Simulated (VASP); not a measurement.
Wanted: the native input for a VASP 6.6.1 run.

- Task: single point
- Functional: r2SCAN
- Potentials or basis: VASP PAW PBE potentials, release 64 (Al, Ga_d, N)
- Cutoff: 520 eV
- k mesh: 8 × 8 × 6
- Occupations: gaussian, width 0.05 eV
- Spin: no spin polarisation
- Dipole correction: no
- Further INCAR settings: ALGO = Normal; EDIFF = 1e-07; NBANDS = 21

Crystal: AlGaN2.

```xyz
4
Lattice="3.1880 0.0000 0.0000 0.0000 3.1880 0.0000 0.0000 0.0000 4.3575" Properties=species:S:1:pos:R:3 pbc="T T T"
Al    1.5940    1.5940    2.1787
Ga    0.0000    0.0000    0.0000
N     1.5940    0.0000    3.2170
N     0.0000    1.5940    1.1405
```

This cell differs from its parent crystal: strain +0.015 along x and y, -0.015 along z.

One way to write it, as run:

POSCAR

```
AlGaN2
1.0
    3.1879902044      0.0000000000      0.0000000000
    0.0000000000      3.1879902044      0.0000000000
    0.0000000000      0.0000000000      4.3574803709
Al Ga N
1 1 2
Direct
    0.5000000000      0.5000000000      0.5000000000
    0.0000000000      0.0000000000      0.0000000000
    0.5000000000      0.0000000000      0.7382648100
    0.0000000000      0.5000000000      0.2617351900
```

INCAR.step1

```
SYSTEM = AlGaN2
PREC     = Accurate       ! precision mode
ENCUT    = 520            ! plane-wave cutoff, eV
ISMEAR   = 0              ! smearing method
SIGMA    = 0.05           ! smearing width, eV
LREAL    = .False.        ! projectors in reciprocal space
LASPH    = .True.         ! aspherical terms in the spheres
NELM     = 60             ! most SCF steps
NBANDS   = 21             ! bands
GGA      = PE             ! functional
ALGO     = Normal         ! electronic algorithm
EDIFF    = 1E-4           ! SCF threshold, eV
LWAVE    = .True.         ! write WAVECAR
LCHARG   = .False.        ! write CHGCAR
```

INCAR.step2

```
SYSTEM = AlGaN2
PREC     = Accurate       ! precision mode
ENCUT    = 520            ! plane-wave cutoff, eV
EDIFF    = 1E-7           ! SCF threshold, eV
ISMEAR   = 0              ! smearing method
SIGMA    = 0.05           ! smearing width, eV
LREAL    = .False.        ! projectors in reciprocal space
LASPH    = .True.         ! aspherical terms in the spheres
NELM     = 60             ! most SCF steps
ALGO     = Normal         ! electronic algorithm
ISIF     = 2              ! what is computed and relaxed
LWAVE    = .False.        ! write WAVECAR
LCHARG   = .False.        ! write CHGCAR
METAGGA  = R2SCAN         ! meta-GGA
LMIXTAU  = .True.       
NBANDS   = 21             ! bands
ISTART   = 1
```

KPOINTS

```
regular mesh
0
Gamma
  8 8 6
  0 0 0
```

Potentials or basis: VASP PAW PBE potentials, release 64 (Al, Ga_d, N).

Command:

```sh
$ cat potpaw_PBE.64/Al/POTCAR potpaw_PBE.64/Ga_d/POTCAR potpaw_PBE.64/N/POTCAR > POTCAR
$ cp INCAR.step1 INCAR
$ mpirun -np 1 vasp_std > vasp.out
$ cp INCAR.step2 INCAR
$ mpirun -np 1 vasp_std > vasp.out
```

Results of the run:

```yaml
Pressure: -3.1 GPa
Largest_force: 0.047 eV/Å
Band_gap_on_the_k_mesh: 3.28 eV, direct
```

Caveat: the cell differs from its parent crystal (strain +0.015 along x and y, -0.015 along z); the PAW data sets were made with another functional, which shifts forces and pressure a little.

Run time: 58 s on 1 thread of Intel(R) Xeon(R) 6975P-C (Granite Rapids), on a shared host, peak memory 0.19 GiB.
